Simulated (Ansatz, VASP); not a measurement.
One calculation of Na, two programs

```
Na
1.0
     3.68877    0.00000    0.00000
    -1.84439    3.19457    0.00000
     0.00000    0.00000    6.26919
Na
2
Cartesian
  0.0000 2.1297 1.5673
  1.8444 1.0649 4.7019
```

Alike in both runs: task electric field gradients; functional PBE; k mesh 9 × 9 × 5; occupations fermi-dirac, width 0.05 eV; no spin polarisation.

```csv
,VASP,Ansatz
version,VASP 6.6.1,Ansatz 0.2.0
potentials or method,"VASP PAW PBE potentials, release 64 (Na_pv)","plane-wave PAW, scalar-relativistic"
plane-wave cutoff (eV),400,420
valence electrons in the cell,14,18
```

VASP gave:

* pressure (GPa): -0.2
* traceless stress, the component that is largest in VASP (GPa): -0.05
* size of Vzz on the site where it differs most (V/Å²): 1.0

Problem. Estimate Ansatz's values.

Solution. Pressure (GPa): 0.0; traceless stress, the component that is largest in VASP (GPa): -0.05; size of Vzz on the site where it differs most (V/Å²): 0.9.

With one functional, cell and mesh, what is left measures potentials, basis and numerics. VASP's potentials hold 14 valence electrons a cell and Ansatz's 18, so a difference there can come from the potentials and not from the codes.
